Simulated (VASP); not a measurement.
# BiO4 (Im-3m) in VASP: a series of runs

BiO4 is run at these levels: PBE; tasks: single point, relaxation of cell and atoms.

Program: VASP 6.6.1. These are calculated values, not measurements. Logs are shortened: lines on timing, memory, paths and dates and some standing lists are left out, and cuts for length are marked.

## 1. The cell of the first run

The structure is cubic, space group Im-3m (No. 229). The conventional cell has a = 5.113 Å, b = 5.113 Å, c = 5.113 Å, α = 90.00°, β = 90.00°, γ = 90.00°. Within 2.9 Å of Bi (site symmetry m-3m) lie 8 O at 2.21 Å. O (site symmetry -3m) has 2 Bi at 2.21 Å and 6 O at 2.56 Å within 2.9 Å.

## 2. Single point, PBE

INCAR reads:

```
ALGO = Normal
EDIFF = 1E-7
ENCUT = 520
GGA = PE
ISIF = 2
ISMEAR = 0
LASPH = T
LCHARG = F
LREAL = F
LWAVE = F
NBANDS = 28
NELM = 100
PREC = Accurate
SIGMA = 0.1
```

KPOINTS reads:

```
k-points
0
Gamma
  4 4 4
```

POSCAR reads:

```
BiO4
1.0
   -2.5562738854      2.5562738854      2.5562738854
    2.5562738854     -2.5562738854      2.5562738854
    2.5562738854      2.5562738854     -2.5562738854
Bi O
1 4
Direct
    0.0000000000      0.0000000000      0.0000000000
    0.4999936504      0.4999936504      0.4999936504
    0.5000063496      0.0000000000      0.0000000000
    0.0000000000      0.0000000000      0.5000063496
    0.0000000000      0.5000063496      0.0000000000
```

Potentials or basis: VASP PAW PBE potentials, release 64 (Bi_d, O).

The run is started by

```
$ cat potpaw_PBE.64/Bi_d/POTCAR potpaw_PBE.64/O/POTCAR > POTCAR
$ mpirun -np 1 vasp_std > vasp.out
```

OUTCAR:

```text
EDIFF = 1E-7
   ENCUT = 520
   GGA = PE
   ISIF = 2
   ISMEAR = 0
   LASPH = T
   LREAL = F
   NELM = 100
   PREC = Accurate

 ion  position               nearest neighbor table
   1  0.000  0.000  0.000-   2 2.21   3 2.21   4 2.21   5 2.21   5 2.21   4 2.21   3 2.21   2 2.21

   2  0.500  0.500  0.500-   1 2.21   1 2.21
   3  0.500  0.000  0.000-   1 2.21   1 2.21
   4  0.000  0.000  0.500-   1 2.21   1 2.21
   5  0.000  0.500  0.000-   1 2.21   1 2.21

  LATTYP: Found a body centered cubic cell.
 ALAT       =     5.1125477708

  Lattice vectors:

 A1 = (  -2.5562738854,   2.5562738854,   2.5562738854)
 A2 = (   2.5562738854,  -2.5562738854,   2.5562738854)
 A3 = (   2.5562738854,   2.5562738854,  -2.5562738854)

Analysis of symmetry for initial positions (statically):
=====================================================================
 Subroutine PRICEL returns:
 Original cell was already a primitive cell.

 Routine SETGRP: Setting up the symmetry group for a
 body centered cubic supercell.

 Subroutine GETGRP returns: Found 24 space group operations
 (whereof 24 operations were pure point group operations)
 out of a pool of 48 trial point group operations.

The static configuration has the point symmetry T_d .

Analysis of symmetry for dynamics (positions and initial velocities):
=====================================================================
 Subroutine PRICEL returns:
 Original cell was already a primitive cell.

 Routine SETGRP: Setting up the symmetry group for a
 body centered cubic supercell.

 Subroutine GETGRP returns: Found 24 space group operations
 (whereof 24 operations were pure point group operations)
 out of a pool of 48 trial point group operations.

The dynamic configuration has the point symmetry T_d .

 Subroutine INISYM returns: Found 24 space group operations
 (whereof 24 operations are pure point group operations),
 and found     1 'primitive' translations

----------------------------------------------------------------------------------------

                                     Primitive cell

  volume of cell :      66.8163

  direct lattice vectors                    reciprocal lattice vectors
[... 72 lines left out ...]
   LSORBIT =      F    spin-orbit coupling
   LASPH  =      T    aspherical Exc in radial PAW
   ENCUT  =  520.0 eV  38.22 Ry    6.18 a.u.   8.23  8.23  8.23*2*pi/ulx,y,z
   NELM   =    100;   NELMIN=  2; NELMDL= -5     # of ELM steps
   EDIFF  = 0.1E-06   stopping-criterion for ELM
   LREAL  =      F    real-space projection
   EDIFFG = 0.1E-05   stopping-criterion for IOM
   NSW    =      0    number of steps for IOM
   IBRION =     -1    ionic relax: 0-MD 1-quasi-New 2-CG
   NFREE  =      0    steps in history (QN), initial steepest desc. (CG)
   ISIF   =      2    stress and relaxation
   ISYM   =      2    0-nonsym 1-usesym 2-fastsym
   POTIM  = 0.5000    time-step for ionic-motion
   TEBEG  =    0.0;   TEEND  =   0.0 temperature during run
   PSTRESS=    0.0 pullay stress
   NELECT =      39.0000    total number of electrons
   NUPDOWN=      -1.0000    fix difference up-down
   EMIN   =  10.00;   EMAX   =-10.00  energy-range for DOS
   EFERMI =   0.00;   METHOD = LEGACY
   ISMEAR =     0;   SIGMA  =   0.10  broadening in eV -4-tet -1-fermi 0-gaus
   EFERMI_NEDOS =   21; number of points for ismear=-14 and -15
   IALGO  =     38    algorithm
   IMIX   =      4    mixing-type and parameters
     AMIX     =   0.40;   BMIX     =  1.00
     AMIX_MAG =   1.60;   BMIX_MAG =  1.00
  volume/ion in A,a.u.               =      13.36        90.18
  Fermi-wavevector in a.u.,A,eV,Ry     =   1.368156  2.585440 25.468081  1.871851
  Thomas-Fermi vector in A             =   2.494145
   LORBIT       =      0    0 simple, 1 ext, 2 COOP (PROOUT), +10 PAW based schemes
   GGA     = PE    functional components
   LHFCALC =     F    Hartree Fock is set to
   AEXX    =    0.0000 exact exchange contribution
   IVDW    =     0    specifies the selected vdW correction
   LEPSILON=     F    determine dielectric tensor
   LRPA    =     F    only Hartree local field effects (RPA)
 non-spin polarized calculation
 Gauss-broadening in eV      SIGMA  =   0.10
  energy-cutoff  :      520.00
  volume of cell :       66.82
 maximum number of plane-waves:      1865
 NGX is ok and might be reduce to    36
   NGX = 17   NGY = 17   NGZ = 17

 number of electron      39.0000009 magnetization

 Free energy of the ion-electron system (eV)
  ---------------------------------------------------
  ext. energy  EPLUGINS =         0.00000000
  ---------------------------------------------------
  free energy    TOTEN  =       -21.24121829 eV

  energy without entropy =      -21.21585567  energy(sigma->0) =      -21.22853698

 E-fermi :   2.4680     XC(G=0): -10.2245

 val. band max:        2.4008329828   @ k =   0.5000   0.5000   0.5000
 cond. band min:       2.4839609511   @ k =  -0.2500   0.2500   0.2500
 fundamental gap:      0.0831279683
 Fermi energy:         2.4680030065

 k-point     1 :       0.0000    0.0000    0.0000
  band No.  band energies     occupation
      1     -19.6487      2.00000
      2     -19.6487      2.00000
      3     -19.6487      2.00000
      4     -19.2854      2.00000
      5     -19.2854      2.00000
      6     -16.3738      2.00000
[... 237 lines left out ...]
     27      15.6552      0.00000
     28      18.1344      0.00000

------------------------ aborting loop because EDIFF is reached ----------------------------------------

  FORCE on cell =-STRESS in cart. coord.  units (eV):
  Direction    XX          YY          ZZ          XY          YZ          ZX
  --------------------------------------------------------------------------------------
  -------------------------------------------------------------------------------------
  Total        0.0982634      0.0982634      0.0982634      0.0000000     -0.0000000     -0.0000000
  in kB        2.3562443      2.3562443      2.3562443      0.0000000     -0.0000000     -0.0000000
  external PRESSURE =       2.3562443 kB  Pullay stress =       0.0000000 kB

 VOLUME and BASIS-vectors are now :
 -----------------------------------------------------------------------------
  energy-cutoff  :      520.00
  volume of cell :       66.82
      direct lattice vectors                 reciprocal lattice vectors
    -2.556273885  2.556273885  2.556273885     0.000000000  0.195597194  0.195597194
     2.556273885 -2.556273885  2.556273885     0.195597194  0.000000000  0.195597194
     2.556273885  2.556273885 -2.556273885     0.195597194  0.195597194  0.000000000

 POSITION                                       TOTAL-FORCE (eV/Angst)
 -----------------------------------------------------------------------------------
      0.00000      0.00000      0.00000        -0.000000      0.000000     -0.000000
      1.27812      1.27812      1.27812         0.000062      0.000062      0.000062
     -1.27815      1.27815      1.27815         0.000062     -0.000062     -0.000062
      1.27815      1.27815     -1.27815        -0.000062     -0.000062      0.000062
      1.27815     -1.27815      1.27815        -0.000062      0.000062     -0.000062
 -----------------------------------------------------------------------------------
    total drift:                               -0.000000     -0.000000     -0.000000

  FREE ENERGIE OF THE ION-ELECTRON SYSTEM (eV)
  ---------------------------------------------------
  free  energy   TOTEN  =       -21.2412182917 eV

  energy  without entropy=      -21.2158556734  energy(sigma->0) =      -21.22853698
```

OSZICAR:

```text
N       E                     dE             d eps       ncg     rms          rms(c)
DAV:   1     0.419408043269E+03    0.41941E+03   -0.20149E+04   448   0.153E+03
DAV:   2     0.160269144408E+02   -0.40338E+03   -0.38761E+03   528   0.442E+02
DAV:   3    -0.221779798615E+02   -0.38205E+02   -0.37369E+02   524   0.141E+02
DAV:   4    -0.233850383691E+02   -0.12071E+01   -0.12025E+01   504   0.266E+01
DAV:   5    -0.234204506348E+02   -0.35412E-01   -0.35403E-01   596   0.457E+00    0.805E+00
DAV:   6    -0.212273091777E+02    0.21931E+01   -0.54975E+00   612   0.373E+01    0.228E+00
DAV:   7    -0.212432969461E+02   -0.15988E-01   -0.50201E-01   480   0.408E+00    0.146E+00
DAV:   8    -0.212442201364E+02   -0.92319E-03   -0.84068E-02   480   0.262E+00    0.416E-01
DAV:   9    -0.212409580209E+02    0.32621E-02   -0.20404E-02   648   0.148E+00    0.163E-01
DAV:  10    -0.212412002069E+02   -0.24219E-03   -0.20192E-03   488   0.501E-01    0.169E-02
DAV:  11    -0.212412189227E+02   -0.18716E-04   -0.11565E-04   492   0.753E-02    0.108E-02
DAV:  12    -0.212412187310E+02    0.19169E-06   -0.16826E-05   580   0.394E-02    0.670E-03
DAV:  13    -0.212412185321E+02    0.19888E-06   -0.36846E-06   572   0.224E-02    0.815E-04
DAV:  14    -0.212412182659E+02    0.26620E-06   -0.21698E-07   396   0.406E-03    0.706E-04
DAV:  15    -0.212412182917E+02   -0.25736E-07   -0.28719E-08   276   0.231E-03
   1 F= -.21241218E+02 E0= -.21228537E+02  d E =-.253626E-01
```

stdout:

```text
POSCAR found type information on POSCAR BiO
 POSCAR found :  2 types and       5 ions
 scaLAPACK will be used
 LDA part: xc-table for (Slater+PW92), standard interpolation
 POSCAR, INCAR and KPOINTS ok, starting setup
 FFT: planning ... GRIDC
 FFT: planning ... GRID_SOFT
 FFT: planning ... GRID
 WAVECAR not read
 entering main loop
```

It took 11 s on 1 thread of Intel Xeon Platinum 8488C (Sapphire Rapids), shared host; peak memory 0.2 GiB.

Results:

| Quantity | Value |
| --- | --- |
| Free energy | -21.2412 eV |
| Pressure | 0.2 GPa |

Levels at points of the mesh, in eV from the Fermi level:
```
           k point  band 16  band 17  band 18  band 19  band 20  band 21  band 22  band 23
(0.00, 0.00, 0.00)    -2.70    -0.94    -0.29    -0.29    -0.29     0.87     0.87     9.33
(0.50, 0.00, 0.00)    -1.54    -1.36    -0.94    -0.82     0.18     0.30     1.89     6.93
(0.50, 0.50, 0.50)    -0.07    -0.07    -0.07     0.53     0.53     0.53     3.99     6.11
```

Caveat: the k points lie up to 0.43 Å⁻¹ apart; spin-orbit coupling is left out, which moves the levels of the heavy elements; an odd number of electrons without spin polarisation forces a metal; a magnetic or distorted state may lie lower.

## 3. Single point, PBE

This run uses another cell than the first one, of 13.24 Å³/atom, 0.991 times its volume.

INCAR reads:

```
SYSTEM = BiO4
ALGO = Normal
EDIFF = 1E-6
ENCUT = 520
GGA = PE
ISIF = 2
ISMEAR = 0
LASPH = .True.
LCHARG = .False.
LREAL = .False.
LWAVE = .False.
NBANDS = 28
NELM = 100
PREC = Accurate
SIGMA = 0.1
```

KPOINTS reads:

```
k-points
0
Gamma
  6 6 6
  0 0 0
```

POSCAR reads:

```
BiO4
1.0
   -2.5481669917      2.5481669917      2.5481669917
    2.5481669917     -2.5481669917      2.5481669917
    2.5481669917      2.5481669917     -2.5481669917
Bi O
1 4
Direct
    0.0000000000      0.0000000000      0.0000000000
    0.5000000000      0.5000000000      0.5000000000
    0.5000000000      0.0000000000      0.0000000000
    0.0000000000      0.0000000000      0.5000000000
    0.0000000000      0.5000000000      0.0000000000
```

Potentials or basis: VASP PAW PBE potentials, release 64 (Bi_d, O).

The run is started by

```
$ cat potpaw_PBE.64/Bi_d/POTCAR potpaw_PBE.64/O/POTCAR > POTCAR
$ mpirun -np 1 vasp_std > vasp.out
```

It took 18 s on 1 thread of Intel Xeon Platinum 8488C (Sapphire Rapids), shared host; peak memory 0.2 GiB.

Results (log left out):

```
Free energy : -21.2731 eV
Pressure    : 0.2 GPa
```

Levels at points of the mesh, in eV from the Fermi level:
```tsv
k point	band 17	band 18	band 19	band 20	band 21	band 22
(0.00, 0.00, 0.00)	-0.99	-0.31	-0.31	-0.31	0.88	0.88
(0.50, 0.00, 0.00)	-1.40	-0.97	-0.84	0.17	0.29	1.90
(0.50, 0.50, 0.50)	-0.09	-0.09	0.53	0.53	0.53	4.03
```

Caveat: spin-orbit coupling is left out, which moves the levels of the heavy elements; an odd number of electrons without spin polarisation forces a metal; a magnetic or distorted state may lie lower.

## 4. Relaxation of cell and atoms, PBE

INCAR reads:

```
SYSTEM = BiO4
ALGO     = Normal         ! electronic algorithm
EDIFF    = 1E-6           ! SCF threshold, eV
EDIFFG   = -0.04          ! ionic threshold
ENCUT    = 600            ! plane-wave cutoff, eV
GGA      = PE             ! functional
IBRION   = 2              ! ionic algorithm
ISIF     = 3              ! what is computed and relaxed
ISMEAR   = 0              ! smearing method
LASPH    = .TRUE.         ! aspherical terms in the spheres
LCHARG   = .FALSE.        ! write CHGCAR
LREAL    = .FALSE.        ! projectors in reciprocal space
LWAVE    = .FALSE.        ! write WAVECAR
NELM     = 80             ! most SCF steps
NSW      = 90             ! ionic steps
PREC     = Accurate       ! precision mode
SIGMA    = 0.1            ! smearing width, eV
```

KPOINTS reads:

```
k-points
0
G
  6 6 6
  0 0 0
```

POSCAR: that of step 3 with these lines changed.

```diff
@@ -2,5 +2,5 @@
 1.0
-   -2.5481669917      2.5481669917      2.5481669917
-    2.5481669917     -2.5481669917      2.5481669917
-    2.5481669917      2.5481669917     -2.5481669917
+   -2.5562738854      2.5562738854      2.5562738854
+    2.5562738854     -2.5562738854      2.5562738854
+    2.5562738854      2.5562738854     -2.5562738854
 Bi O
```

The run is started by

```
$ cat potpaw_PBE.64/Bi_d/POTCAR potpaw_PBE.64/O/POTCAR > POTCAR
$ mpirun -np 1 vasp_std > vasp.out
```

It took 30 s on 1 thread of Intel Xeon Platinum 8488C (Sapphire Rapids), shared host; peak memory 0.22 GiB.

Results (log left out):

```yaml
Free_energy: -21.2786 eV
Relaxed_volume: 13.21 Å³/atom
Relaxed_cell: a = 4.411 Å, b = 4.411 Å, c = 4.411 Å, α = 109.47°, β = 109.47°, γ = 109.47°
Space_group_after_relaxing_to_0.05_Å: Im-3m (No. 229)
Energy_gained_by_relaxing: 0.3 meV/atom
Ionic_steps: 2
Pressure_after_relaxing: 0.3 GPa
```

Step by step:
```
step  energy change (eV)  largest force (eV/Å)  pressure (GPa)  volume (Å³)
   1              0.0000                0.0000           -0.96        66.82
   2             -0.0016                0.0000            0.29        66.05
```

Final structure:
```xyz
5
Lattice="-2.5464 2.5464 2.5464 2.5464 -2.5464 2.5464 2.5464 2.5464 -2.5464" Properties=species:S:1:pos:R:3 pbc="T T T"
Bi    2.5464    2.5464    2.5464
O     1.2732    1.2732    1.2732
O    -1.2732    1.2732    1.2732
O     1.2732    1.2732   -1.2732
O     1.2732   -1.2732    1.2732
```

Levels at points of the mesh, in eV from the Fermi level:
```csv
k point,band 16,band 17,band 18,band 19,band 20,band 21,band 22,band 23
"(0.00, 0.00, 0.00)",-2.76,-0.99,-0.31,-0.31,-0.31,0.88,0.88,9.35
"(0.50, 0.00, 0.00)",-1.59,-1.40,-0.97,-0.85,0.17,0.29,1.92,6.96
"(0.50, 0.50, 0.50)",-0.09,-0.09,-0.09,0.53,0.53,0.53,4.05,6.12
```

Caveat: spin-orbit coupling is left out, which moves the levels of the heavy elements; an odd number of electrons without spin polarisation forces a metal; a magnetic or distorted state may lie lower.

## 5. Single point, PBE

This run uses another cell than the first one, of 13.26 Å³/atom, 0.992 times its volume.

INCAR reads:

```
PREC = Accurate
ENCUT = 520
EDIFF = 1E-6
ISMEAR = 0
SIGMA = 0.1
LREAL = False
LASPH = True
NELM = 100
ALGO = Normal
ISIF = 2
LWAVE = False
LCHARG = False
GGA = PE
NBANDS = 28
```

KPOINTS reads:

```
regular mesh
0
Gamma
  10 10 10
```

POSCAR: that of step 4 with these lines changed.

```diff
@@ -2,5 +2,5 @@
 1.0
-   -2.5562738854      2.5562738854      2.5562738854
-    2.5562738854     -2.5562738854      2.5562738854
-    2.5562738854      2.5562738854     -2.5562738854
+   -2.5494659963      2.5494659963      2.5494659963
+    2.5494659963     -2.5494659963      2.5494659963
+    2.5494659963      2.5494659963     -2.5494659963
 Bi O
```

The run is started by

```
$ cat potpaw_PBE.64/Bi_d/POTCAR potpaw_PBE.64/O/POTCAR > POTCAR
$ mpirun -np 1 vasp_std > vasp.out
```

Wall time 50 s (1 thread of Intel Xeon Platinum 8488C (Sapphire Rapids), shared host); peak memory 0.24 GiB.

The run converged. Its results:

```
Free energy : -21.2636 eV
Pressure    : 0.3 GPa
```

Levels at points of the mesh, in eV from the Fermi level:
| k point | band 17 | band 18 | band 19 | band 20 | band 21 | band 22 |
| --- | --- | --- | --- | --- | --- | --- |
| (0.00, 0.00, 0.00) | -0.98 | -0.30 | -0.30 | -0.30 | 0.88 | 0.88 |
| (0.50, 0.00, 0.00) | -1.39 | -0.96 | -0.84 | 0.18 | 0.30 | 1.91 |
| (0.50, 0.50, 0.50) | -0.08 | -0.08 | 0.54 | 0.54 | 0.54 | 4.03 |

Caveat: spin-orbit coupling is left out, which moves the levels of the heavy elements; an odd number of electrons without spin polarisation forces a metal; a magnetic or distorted state may lie lower.

[end of part 1 of 2]
